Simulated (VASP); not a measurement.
# NaZr3 (Pm-3m) in VASP: a series of runs

Runs on NaZr3. Level: PBE. Tasks: single point, relaxation of cell and atoms.

Program: VASP 6.6.1. These are calculated values, not measurements. Logs are shortened: lines on timing, memory, paths and dates and some standing lists are left out, and cuts for length are marked.

**1. The cell of the first run**

It takes space group Pm-3m (No. 221, cubic). Conventional cell: a = 4.079 Å, b = 4.079 Å, c = 4.079 Å, α = 90.00°, β = 90.00°, γ = 90.00°. Na (site symmetry m-3m) has 12 Zr at 2.88 Å within 3.8 Å. Within 3.8 Å of Zr (site symmetry 4/mmm) lie 4 Na at 2.88 Å and 8 Zr at 2.88 Å.

**2. Single point, PBE**

INCAR reads:

```
PREC     = Accurate       # precision mode
ENCUT    = 500            # plane-wave cutoff, eV
EDIFF    = 1E-6           # SCF threshold, eV
ISMEAR   = 0              # smearing method
SIGMA    = 0.1            # smearing width, eV
LREAL    = F              # projectors in reciprocal space
LASPH    = T              # aspherical terms in the spheres
NELM     = 120            # most SCF steps
ALGO     = Normal         # electronic algorithm
ISIF     = 2              # what is computed and relaxed
LWAVE    = F              # write WAVECAR
LCHARG   = T              # write CHGCAR
GGA      = PE             # functional
LELF     = T              # ELF
LVHAR    = T            
NBANDS   = 30             # bands
GGA_COMPAT= F
```

KPOINTS reads:

```
regular mesh
0
Gamma
  4 4 4
```

POSCAR reads:

```
NaZr3
1.0
    4.0791756713      0.0000000000      0.0000000000
    0.0000000000      4.0791756713      0.0000000000
    0.0000000000      0.0000000000      4.0791756713
Na Zr
1 3
Direct
    0.0000000000      0.0000000000      0.0000000000
    0.0000000000      0.5000000000      0.5000000000
    0.5000000000      0.0000000000      0.5000000000
    0.5000000000      0.5000000000      0.0000000000
```

Potentials or basis: VASP PAW PBE potentials, release 64 (Na_pv, Zr_sv).

Launch:

```
> cat potpaw_PBE.64/Na_pv/POTCAR potpaw_PBE.64/Zr_sv/POTCAR > POTCAR
> mpirun -np 1 vasp_std > vasp.out
```

OUTCAR:

```text
PREC = Accurate
   ENCUT = 500
   EDIFF = 1E-6
   ISMEAR = 0
   LREAL = F
   LASPH = T
   NELM = 120
   ISIF = 2
   GGA = PE

 ion  position               nearest neighbor table
   1  0.000  0.000  0.000-   2 2.88   3 2.88   4 2.88   2 2.88   3 2.88   2 2.88   4 2.88   2 2.88
                             3 2.88   4 2.88   3 2.88   4 2.88
   2  0.000  0.500  0.500-   1 2.88   3 2.88   4 2.88   1 2.88   4 2.88   1 2.88   3 2.88   1 2.88
                             3 2.88   4 2.88   4 2.88   3 2.88
   3  0.500  0.000  0.500-   1 2.88   2 2.88   4 2.88   1 2.88   4 2.88   2 2.88   4 2.88   4 2.88
                             1 2.88   2 2.88   1 2.88   2 2.88
   4  0.500  0.500  0.000-   1 2.88   2 2.88   3 2.88   2 2.88   3 2.88   1 2.88   3 2.88   3 2.88
                             1 2.88   2 2.88   2 2.88   1 2.88

  LATTYP: Found a simple cubic cell.
 ALAT       =     4.0791756713

  Lattice vectors:

 A1 = (   4.0791756713,   0.0000000000,   0.0000000000)
 A2 = (   0.0000000000,   4.0791756713,   0.0000000000)
 A3 = (   0.0000000000,   0.0000000000,   4.0791756713)

Analysis of symmetry for initial positions (statically):
=====================================================================
 Subroutine PRICEL returns:
 Original cell was already a primitive cell.

 Routine SETGRP: Setting up the symmetry group for a
 simple cubic supercell.

 Subroutine GETGRP returns: Found 48 space group operations
 (whereof 48 operations were pure point group operations)
 out of a pool of 48 trial point group operations.

The static configuration has the point symmetry O_h .

Analysis of symmetry for dynamics (positions and initial velocities):
=====================================================================
 Subroutine PRICEL returns:
 Original cell was already a primitive cell.

 Routine SETGRP: Setting up the symmetry group for a
 simple cubic supercell.

 Subroutine GETGRP returns: Found 48 space group operations
 (whereof 48 operations were pure point group operations)
 out of a pool of 48 trial point group operations.

The dynamic configuration has the point symmetry O_h .

 Subroutine INISYM returns: Found 48 space group operations
 (whereof 48 operations are pure point group operations),
 and found     1 'primitive' translations

----------------------------------------------------------------------------------------

                                     Primitive cell

  volume of cell :      67.8762

  direct lattice vectors                    reciprocal lattice vectors
     4.079175671  0.000000000  0.000000000     0.245147569  0.000000000  0.000000000
     0.000000000  4.079175671  0.000000000     0.000000000  0.245147569  0.000000000
     0.000000000  0.000000000  4.079175671     0.000000000  0.000000000  0.245147569

  length of vectors
     4.079175671  4.079175671  4.079175671     0.245147569  0.245147569  0.245147569

  position of ions in fractional coordinates (direct lattice)
     0.000000000  0.000000000  0.000000000
     0.000000000  0.500000000  0.500000000
     0.500000000  0.000000000  0.500000000
     0.500000000  0.500000000  0.000000000

  ion indices of the primitive-cell ions
   primitive index   ion index
                 1           1
                 2           2
                 3           3
                 4           4

----------------------------------------------------------------------------------------

 KPOINTS: regular mesh

Automatic generation of k-mesh.
 Grid dimensions read from file:
 generate k-points for:    4    4    4

 Generating k-lattice:

  Cartesian coordinates                     Fractional coordinates (reciprocal lattice)
     0.061286892  0.000000000  0.000000000     0.250000000  0.000000000  0.000000000
     0.000000000  0.061286892  0.000000000     0.000000000  0.250000000  0.000000000
     0.000000000  0.000000000  0.061286892     0.000000000  0.000000000  0.250000000

  Length of vectors
     0.061286892  0.061286892  0.061286892

  Shift w.r.t. Gamma in fractional coordinates (k-lattice)
     0.000000000  0.000000000  0.000000000

 Subroutine IBZKPT returns following result:
 ===========================================

 Found     10 irreducible k-points:

 Following reciprocal coordinates:
            Coordinates               Weight
  0.000000  0.000000  0.000000      1.000000
  0.250000  0.000000  0.000000      6.000000
  0.500000  0.000000  0.000000      3.000000
  0.250000  0.250000  0.000000     12.000000
  0.500000  0.250000  0.000000     12.000000
  0.500000  0.500000  0.000000      3.000000
  0.250000  0.250000  0.250000      8.000000
  0.500000  0.250000  0.250000     12.000000
  0.500000  0.500000  0.250000      6.000000
  0.500000  0.500000  0.500000      1.000000
   k-points           NKPTS =     10   k-points in BZ     NKDIM =     10   number of bands    NBANDS=     30
   number of dos      NEDOS =    301   number of ions     NIONS =      4
   total plane-waves  NPLWV =  27000
   dimension x,y,z NGX =    30 NGY =   30 NGZ =   30
   dimension x,y,z NGXF=    60 NGYF=   60 NGZF=   60
   ions per type =               1   3
   NGX,Y,Z   is equivalent  to a cutoff of  12.23, 12.23, 12.23 a.u.
   NGXF,Y,Z  is equivalent  to a cutoff of  24.45, 24.45, 24.45 a.u.
 SYSTEM =  unknown system
   PREC   = accura    normal or accurate (medium, high low for compatibility)
   ISTART =      0    job   : 0-new  1-cont  2-samecut
   ICHARG =      2    charge: 1-file 2-atom 10-const
   ISPIN  =      1    spin polarized calculation?
   LNONCOLLINEAR =      F non collinear calculations
   LSORBIT =      F    spin-orbit coupling
   LASPH  =      T    aspherical Exc in radial PAW
   ENCUT  =  500.0 eV  36.75 Ry    6.06 a.u.   7.44  7.44  7.44*2*pi/ulx,y,z
   NELM   =    120;   NELMIN=  2; NELMDL= -5     # of ELM steps
   EDIFF  = 0.1E-05   stopping-criterion for ELM
   LREAL  =      F    real-space projection
   EDIFFG = 0.1E-04   stopping-criterion for IOM
   NSW    =      0    number of steps for IOM
   IBRION =     -1    ionic relax: 0-MD 1-quasi-New 2-CG
   NFREE  =      0    steps in history (QN), initial steepest desc. (CG)
   ISIF   =      2    stress and relaxation
   ISYM   =      2    0-nonsym 1-usesym 2-fastsym
   POTIM  = 0.5000    time-step for ionic-motion
   TEBEG  =    0.0;   TEEND  =   0.0 temperature during run
   PSTRESS=    0.0 pullay stress
   NELECT =      43.0000    total number of electrons
   NUPDOWN=      -1.0000    fix difference up-down
   EMIN   =  10.00;   EMAX   =-10.00  energy-range for DOS
   EFERMI =   0.00;   METHOD = LEGACY
   ISMEAR =     0;   SIGMA  =   0.10  broadening in eV -4-tet -1-fermi 0-gaus
   EFERMI_NEDOS =   21; number of points for ismear=-14 and -15
   IALGO  =     38    algorithm
   IMIX   =      4    mixing-type and parameters
     AMIX     =   0.40;   BMIX     =  1.00
     AMIX_MAG =   1.60;   BMIX_MAG =  1.00
  volume/ion in A,a.u.               =      16.97       114.51
  Fermi-wavevector in a.u.,A,eV,Ry     =   1.406021  2.656995 26.897303  1.976896
  Thomas-Fermi vector in A             =   2.528424
   LORBIT       =      0    0 simple, 1 ext, 2 COOP (PROOUT), +10 PAW based schemes
   GGA     = PE    functional components
   LHFCALC =     F    Hartree Fock is set to
   AEXX    =    0.0000 exact exchange contribution
   IVDW    =     0    specifies the selected vdW correction
   LEPSILON=     F    determine dielectric tensor
   LRPA    =     F    only Hartree local field effects (RPA)
 non-spin polarized calculation
 Gauss-broadening in eV      SIGMA  =   0.10
  energy-cutoff  :      500.00
  volume of cell :       67.88
 maximum number of plane-waves:      1750
 NGX is ok and might be reduce to    30
   NGX = 15   NGY = 15   NGZ = 15

 number of electron      42.9999996 magnetization

 Free energy of the ion-electron system (eV)
  ---------------------------------------------------
  ext. energy  EPLUGINS =         0.00000000
  ---------------------------------------------------
  free energy    TOTEN  =       -22.62576237 eV

  energy without entropy =      -22.60245086  energy(sigma->0) =      -22.61410661

 E-fermi :  10.3880     XC(G=0): -11.8115

 val. band max:       10.3775522180   @ k =   0.5000   0.2500   0.0000
 cond. band min:      10.4631724069   @ k =   0.5000   0.2500   0.2500
 fundamental gap:      0.0856201889
 Fermi energy:        10.3880302751

 k-point     1 :       0.0000    0.0000    0.0000
  band No.  band energies     occupation
      1     -37.9497      2.00000
      2     -37.4697      2.00000
      3     -37.4697      2.00000
      4     -16.7136      2.00000
      5     -16.7136      2.00000
      6     -16.7136      2.00000
[... 22 lines left out ...]
     29      15.9602      0.00000
     30      15.9602      0.00000

 k-point     2 :       0.2500    0.0000    0.0000
  band No.  band energies     occupation
      1     -37.8901      2.00000
      2     -37.5321      2.00000
      3     -37.4685      2.00000
      4     -16.5848      2.00000
      5     -16.5848      2.00000
      6     -16.5104      2.00000
[... 22 lines left out ...]
     29      14.7065      0.00000
     30      15.7767      0.00000

 k-point     3 :       0.5000    0.0000    0.0000
  band No.  band energies     occupation
      1     -37.7928      2.00000
      2     -37.6322      2.00000
      3     -37.4674      2.00000
      4     -16.3991      2.00000
      5     -16.3991      2.00000
      6     -16.0368      2.00000
[... 22 lines left out ...]
     29      13.8106      0.00000
     30      13.9105      0.00000

 k-point     4 :       0.2500    0.2500    0.0000
  band No.  band energies     occupation
      1     -37.8365      2.00000
      2     -37.5503      2.00000
      3     -37.5039      2.00000
      4     -16.6628      2.00000
      5     -16.4506      2.00000
      6     -16.2271      2.00000
[... 154 lines left out ...]
     29      14.1076      0.00000
     30      14.2290      0.00000

 k-point     9 :       0.5000    0.5000    0.2500
  band No.  band energies     occupation
      1     -37.6280      2.00000
      2     -37.6275      2.00000
      3     -37.6275      2.00000
      4     -17.0270      2.00000
      5     -16.5967      2.00000
      6     -16.3988      2.00000
[... 22 lines left out ...]
     29      13.7377      0.00000
     30      14.2219      0.00000

 k-point    10 :       0.5000    0.5000    0.5000
  band No.  band energies     occupation
      1     -37.6258      2.00000
      2     -37.6258      2.00000
      3     -37.6258      2.00000
      4     -17.2789      2.00000
      5     -16.6160      2.00000
      6     -16.6160      2.00000
[... 22 lines left out ...]
     29      13.3062      0.00000
     30      14.4512      0.00000

------------------------ aborting loop because EDIFF is reached ----------------------------------------

  FORCE on cell =-STRESS in cart. coord.  units (eV):
  Direction    XX          YY          ZZ          XY          YZ          ZX
  --------------------------------------------------------------------------------------
  -------------------------------------------------------------------------------------
  Total       15.5261930     15.5261930     15.5261930     -0.0000000     -0.0000000      0.0000000
  in kB      366.4868005    366.4868005    366.4868005     -0.0000000     -0.0000000      0.0000000
  external PRESSURE =     366.4868005 kB  Pullay stress =       0.0000000 kB

 VOLUME and BASIS-vectors are now :
 -----------------------------------------------------------------------------
  energy-cutoff  :      500.00
  volume of cell :       67.88
      direct lattice vectors                 reciprocal lattice vectors
     4.079175671  0.000000000  0.000000000     0.245147569  0.000000000  0.000000000
     0.000000000  4.079175671  0.000000000     0.000000000  0.245147569  0.000000000
     0.000000000  0.000000000  4.079175671     0.000000000  0.000000000  0.245147569

 POSITION                                       TOTAL-FORCE (eV/Angst)
 -----------------------------------------------------------------------------------
      0.00000      0.00000      0.00000         0.000000      0.000000      0.000000
      0.00000      2.03959      2.03959         0.000000      0.000000      0.000000
      2.03959      0.00000      2.03959         0.000000      0.000000      0.000000
      2.03959      2.03959      0.00000         0.000000      0.000000      0.000000
 -----------------------------------------------------------------------------------
    total drift:                                0.000000      0.000000     -0.000000

  FREE ENERGIE OF THE ION-ELECTRON SYSTEM (eV)
  ---------------------------------------------------
  free  energy   TOTEN  =       -22.6257623707 eV

  energy  without entropy=      -22.6024508553  energy(sigma->0) =      -22.61410661
```

It took 39 s on 1 thread of Intel Xeon 8259CL, shared host; peak memory 0.17 GiB.

Results:

* Free energy: -22.6258 eV
* Pressure: 36.6 GPa
* Band gap on the k mesh: zero (an odd number of electrons rules out a gap without spin polarisation)

Caveat: the k points lie up to 0.39 Å⁻¹ apart, too coarse for converged energies and pressures of a metal.

**3. Single point, PBE**

This run uses another cell than the first one, of 23.24 Å³/atom.

INCAR reads:

```
PREC = Accurate
ENCUT = 500
EDIFF = 1E-6
ISMEAR = 0
SIGMA = 0.1
LREAL = False
LASPH = True
NELM = 120
ALGO = Normal
ISIF = 2
LWAVE = False
LCHARG = True
GGA = PE
LELF = True
LVHAR = True
NBANDS = 30
GGA_COMPAT = False
```

KPOINTS is that of step 2.

POSCAR reads:

```
NaZr3
1.0
    4.5298881234      0.0000000000      0.0000000000
    0.0000000000      4.5298881234      0.0000000000
    0.0000000000      0.0000000000      4.5298881234
Na Zr
1 3
Direct
    0.0000000000      0.0000000000      0.0000000000
    0.0000000000      0.5000000000      0.5000000000
    0.5000000000      0.0000000000      0.5000000000
    0.5000000000      0.5000000000      0.0000000000
```

Potentials or basis: VASP PAW PBE potentials, release 64 (Na_pv, Zr_sv).

Launch:

```
> cat potpaw_PBE.64/Na_pv/POTCAR potpaw_PBE.64/Zr_sv/POTCAR > POTCAR
> mpirun -np 1 vasp_std > vasp.out
```

OUTCAR:

```text
PREC = Accurate
   ENCUT = 500
   EDIFF = 1E-6
   ISMEAR = 0
   LREAL = False
   LASPH = True
   NELM = 120
   ISIF = 2
   GGA = PE

 ion  position               nearest neighbor table
   1  0.000  0.000  0.000-   2 3.20   3 3.20   4 3.20   2 3.20   3 3.20   2 3.20   4 3.20   2 3.20
                             3 3.20   4 3.20   3 3.20   4 3.20
   2  0.000  0.500  0.500-   1 3.20   3 3.20   4 3.20   1 3.20   4 3.20   1 3.20   3 3.20   1 3.20
                             3 3.20   4 3.20   4 3.20   3 3.20
   3  0.500  0.000  0.500-   1 3.20   2 3.20   4 3.20   1 3.20   4 3.20   2 3.20   4 3.20   4 3.20
[... 519 lines left out ...]
  -------------------------------------------------------------------------------------
  Total        0.1442520      0.1442520      0.1442520     -0.0000000     -0.0000000      0.0000000
  in kB        2.4863951      2.4863951      2.4863951     -0.0000000     -0.0000000      0.0000000
  external PRESSURE =       2.4863951 kB  Pullay stress =       0.0000000 kB

 VOLUME and BASIS-vectors are now :
 -----------------------------------------------------------------------------
  energy-cutoff  :      500.00
  volume of cell :       92.95
      direct lattice vectors                 reciprocal lattice vectors
     4.529888123  0.000000000  0.000000000     0.220756004  0.000000000  0.000000000
     0.000000000  4.529888123  0.000000000     0.000000000  0.220756004  0.000000000
     0.000000000  0.000000000  4.529888123     0.000000000  0.000000000  0.220756004

 POSITION                                       TOTAL-FORCE (eV/Angst)
 -----------------------------------------------------------------------------------
      0.00000      0.00000      0.00000         0.000000      0.000000      0.000000
      0.00000      2.26494      2.26494         0.000000      0.000000      0.000000
      2.26494      0.00000      2.26494         0.000000      0.000000      0.000000
      2.26494      2.26494      0.00000         0.000000      0.000000      0.000000
 -----------------------------------------------------------------------------------
    total drift:                                0.000000      0.000000      0.000000

  FREE ENERGIE OF THE ION-ELECTRON SYSTEM (eV)
  ---------------------------------------------------
  free  energy   TOTEN  =       -24.9117569893 eV

  energy  without entropy=      -24.8803398454  energy(sigma->0) =      -24.89604842
```

stdout:

```text
POSCAR found type information on POSCAR NaZr
 POSCAR found :  2 types and       4 ions
 scaLAPACK will be used
 LDA part: xc-table for (Slater+PW92), standard interpolation
 POSCAR, INCAR and KPOINTS ok, starting setup
 FFT: planning ... GRIDC
 FFT: planning ... GRID_SOFT
 FFT: planning ... GRID
 WAVECAR not read
 entering main loop
```

It took 52 s on 1 thread of Intel Xeon 8259CL, shared host; peak memory 0.2 GiB.

What came out:

```yaml
Free_energy: -24.9118 eV
Pressure: 0.2 GPa
Band_gap_on_the_k_mesh: zero (an odd number of electrons rules out a gap without spin polarisation)
```

Levels at points of the mesh, in eV from the Fermi level:
```
           k point  band 20  band 21  band 22  band 23  band 24  band 25
(0.00, 0.00, 0.00)    -1.25    -1.25    -1.25     2.40     2.40     2.40
(0.50, 0.00, 0.00)    -0.31    -0.31    -0.09     0.72     0.72     1.39
(0.50, 0.50, 0.00)    -0.37    -0.23    -0.06    -0.06     0.88     0.88
(0.50, 0.50, 0.50)     0.85     0.85     0.85     1.12     1.12     1.12
```

(Continued in part 2 of 2.)

The gap in the log of VASP goes by the Fermi energy; the results here count the filled bands.